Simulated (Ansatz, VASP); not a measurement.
KBe4I: VASP beside Ansatz

The input INCAR:

```
ALGO     = Normal         # electronic algorithm
EDIFF    = 1E-7           # SCF threshold, eV
EDIFFG   = -0.01          # ionic threshold
ENCUT    = 600            # plane-wave cutoff, eV
GGA      = PE             # functional
IBRION   = 2              # ionic algorithm
ISIF     = 3              # what is computed and relaxed
ISMEAR   = 0              # smearing method
LASPH    = True           # aspherical terms in the spheres
LCHARG   = False          # write CHGCAR
LREAL    = False          # projectors in reciprocal space
LWAVE    = False          # write WAVECAR
NELM     = 100            # most SCF steps
NSW      = 100            # ionic steps
PREC     = Accurate       # precision mode
SIGMA    = 0.1            # smearing width, eV
```

KPOINTS

```
k-points
0
Gamma
  12 12 6
```

Contents of POSCAR:

```
KBe4I
1.0
    4.9208716323      0.0000000000      0.0000000000
   -2.4604358162      4.2615998423      0.0000000000
    0.0000000000      0.0000000000      5.8300822908
K Be I
1 4 1
Direct
    0.0000000000      0.0000000000      0.5000000000
    0.3333333333      0.6666666667      0.5000000000
    0.6666666667      0.3333333333      0.5000000000
    0.3333333333      0.6666666667      0.0000000000
    0.6666666667      0.3333333333      0.0000000000
    0.0000000000      0.0000000000      0.0000000000
```

Input for Ansatz:

```yaml
crystal:
  lattice:
    - [4.9208716323, 0.0, 0.0]
    - [-2.4604358162, 4.2615998423, 0.0]
    - [0.0, 0.0, 5.8300822908]
  atoms:
    - { symbol: K, position: [0.0, 0.0, 0.5] }
    - { symbol: Be, position: [0.3333333333, 0.6666666667, 0.5] }
    - { symbol: Be, position: [0.6666666667, 0.3333333333, 0.5] }
    - { symbol: Be, position: [0.3333333333, 0.6666666667, 0.0] }
    - { symbol: Be, position: [0.6666666667, 0.3333333333, 0.0] }
    - { symbol: I, position: [0.0, 0.0, 0.0] }
basis:
  ecutwfc: 420
kpoints:
  mp_grid: { grid: [12, 12, 6] }
hamiltonian:
  xc: pbe
scf:
  occupations: { method: gaussian, width: 0.1 }
output:
  forces: true
  stress: true
  eigenvalues: true
  write_density: true
  write_potential: true
  elf: true
  volumetric_format: npy
relax:
  adjacent_minimum: "off"
  f_tol: 0.01
  max_steps: 80
  cell: { stress_tol: 0.05 }
```

Alike in both runs: task relaxation of cell and atoms; functional PBE; k mesh 12 × 12 × 6; occupations gaussian, width 0.1 eV; no spin polarisation.

|  | VASP | Ansatz |
| --- | --- | --- |
| version | VASP 6.6.1 | Ansatz 0.2.0 |
| potentials or method | VASP PAW PBE potentials, release 64 (K_sv, Be, I), cutoff 600 eV | scalar-relativistic, plane waves, PAW |
| valence electrons in the cell | 24 | 34 |

```tsv
	VASP	Ansatz	Ansatz less VASP
gap on the k mesh at the Fermi level, each at its own relaxed structure (eV)	none	none	-
relaxed volume (Å³/atom)	20.34	20.30	-0.040
relaxed length of the cell vector where the two differ most in proportion (Å)	5.813	5.804	-0.0098
```

A gap of «none» marks a metal or a gap that the smearing closes. VASP's potentials hold 24 valence electrons a cell and Ansatz's 34, so a difference there can come from the potentials and not from the codes.

Neither program's run includes spin-orbit coupling.
